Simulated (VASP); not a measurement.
A run of VASP 6.6.1 is set up as follows.

The input INCAR:

```
PREC     = Accurate       # precision mode
ENCUT    = 520            # plane-wave cutoff, eV
EDIFF    = 1E-7           # SCF threshold, eV
ISMEAR   = 0              # smearing method
SIGMA    = 0.015          # smearing width, eV
LREAL    = False          # projectors in reciprocal space
LASPH    = True           # aspherical terms in the spheres
NELM     = 80             # most SCF steps
ALGO     = Normal         # electronic algorithm
ISIF     = 2              # what is computed and relaxed
LWAVE    = False          # write WAVECAR
LCHARG   = False          # write CHGCAR
GGA      = PE             # functional
NBANDS   = 35             # bands
```

File KPOINTS:

```
regular mesh
0
Gamma
  10 10 3
```

The input POSCAR:

```
MoS2
1.0
    3.1690000000      0.0000000000      0.0000000000
   -1.5845000000      2.7444345046      0.0000000000
    0.0000000000      0.0000000000     12.3240000000
Mo S
2 4
Direct
    0.6666666667      0.3333333333      0.7500000000
    0.3333333333      0.6666666667      0.2500000000
    0.6666666667      0.3333333333      0.3770000000
    0.3333333333      0.6666666667      0.8770000000
    0.6666666667      0.3333333333      0.1230000000
    0.3333333333      0.6666666667      0.6230000000
```

Potentials or basis: VASP PAW PBE potentials, release 64 (Mo_sv, S).

Launch:

```console
$ cat potpaw_PBE.64/Mo_sv/POTCAR potpaw_PBE.64/S/POTCAR > POTCAR
$ mpirun -np 1 vasp_std > vasp.out
```

Task: What does it give for the largest force?

Result: 0.078 eV/Å.

Task: Predict the band gap on the k mesh.

Result: 0.94 eV (least direct gap 1.87 eV).

Task: What does it give for the pressure?

Result: 1.9 GPa.

Forces in eV/Å, atoms in the order of the input:
```
Mo   0.000  0.000  0.000
Mo   0.000  0.000  0.000
S    0.000  0.000 -0.078
S    0.000  0.000 -0.078
S    0.000  0.000  0.078
S    0.000  0.000  0.078
```

Caveat: this functional lacks dispersion, which binds layers or chains, so the pressure and a relaxed spacing across them are unreliable. A k mesh can miss the band edges.
